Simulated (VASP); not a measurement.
A run of VASP 6.6.1 is set up as follows.

The input INCAR:

```
PREC = Accurate
ENCUT = 520
EDIFF = 1E-6
ISMEAR = -1
SIGMA = 0.05
LREAL = False
LASPH = True
NELM = 80
ALGO = Normal
ISIF = 2
LWAVE = False
LCHARG = False
GGA = B5
ALDAX = 1.0
AGGAX = 1.0
AGGAC = 1.0
ALDAC = 0.0
NBANDS = 44
```

KPOINTS

```
regular mesh
0
Gamma
  6 6 4
```

POSCAR

```
SiO2
1.0
    5.1597324350      0.0000000000      0.0000000000
    0.0000000000      5.1597324350      0.0000000000
    0.0000000000      0.0000000000      7.2354252826
Si O
4 8
Direct
    0.7853445679      0.7853445679      0.5000000000
    0.7146554321      0.2853445679      0.2500000000
    0.2853445679      0.7146554321      0.7500000000
    0.2146554321      0.2146554321      0.0000000000
    0.7558283872      0.0754997843      0.4149801375
    0.9245002157      0.2441716128      0.0850198625
    0.0754997843      0.7558283872      0.5850198625
    0.2558283872      0.4245002157      0.8350198625
    0.2441716128      0.9245002157      0.9149801375
    0.7441716128      0.5754997843      0.3350198625
    0.4245002157      0.2558283872      0.1649801375
    0.5754997843      0.7441716128      0.6649801375
```

Potentials or basis: VASP PAW PBE potentials, release 64 (Si, O).

The run is started by

```sh
$ cat potpaw_PBE.64/Si/POTCAR potpaw_PBE.64/O/POTCAR > POTCAR
$ mpirun -np 1 vasp_std > vasp.out
```

(1) Estimate the band gap on the k mesh.

(2) What does it give for the largest force?

(3) Predict the pressure.

Answers

(1) 5.45 eV.

(2) 0.028 eV/Å.

(3) 0.6 GPa.

Caveat: the PAW data sets were made with another functional, which shifts forces and pressure a little.
